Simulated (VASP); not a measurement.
Here is a VASP 6.6.1 calculation.

INCAR

```
SYSTEM = FePt
ALGO     = Normal         ! electronic algorithm
EDIFF    = 1E-6           ! SCF threshold, eV
ENCUT    = 690            ! plane-wave cutoff, eV
GGA      = CA             ! functional
GGA_COMPAT= .FALSE.      
ISIF     = 2              ! what is computed and relaxed
ISMEAR   = 0              ! smearing method
ISPIN    = 2              ! spin polarisation
LASPH    = .TRUE.         ! aspherical terms in the spheres
LCHARG   = .FALSE.        ! write CHGCAR
LMAXMIX  = 4              ! l up to which the mixer works
LORBIT   = 11             ! projections on sites
LREAL    = .FALSE.        ! projectors in reciprocal space
LWAVE    = .FALSE.        ! write WAVECAR
MAGMOM   = 2.5 0          ! initial moments
NBANDS   = 28             ! bands
NELM     = 200            ! most SCF steps
PREC     = Accurate       ! precision mode
SIGMA    = 0.05           ! smearing width, eV
```

The input KPOINTS:

```
k-points
0
G
  12 12 10
  0 0 0
```

The input POSCAR:

```
FePt
1.0
    2.7216546016      0.0000000000      0.0000000000
    0.0000000000      2.7216546016      0.0000000000
    0.0000000000      0.0000000000      3.7000008167
Fe Pt
1 1
Direct
    0.5000000000      0.5000000000      0.5000000000
    0.0000000000      0.0000000000      0.0000000000
```

Potentials or basis: VASP PAW LDA potentials, release 64 (Fe_sv, Pt_sv_GW).

The run is started by

```console
$ cat potpaw_LDA.64/Fe_sv/POTCAR potpaw_LDA.64/Pt_sv_GW/POTCAR > POTCAR
$ mpirun -np 1 vasp_std > vasp.out
```

Task: Predict the pressure.

Result: -11.9 GPa.

Task: Predict the net moment.

Result: 3.19 μB per cell.

Stress tensor (GPa, compression positive):
```
-12.78   0.00   0.00
  0.00 -12.78   0.00
  0.00   0.00 -10.08
```

Caveat: the cell stands under tension.
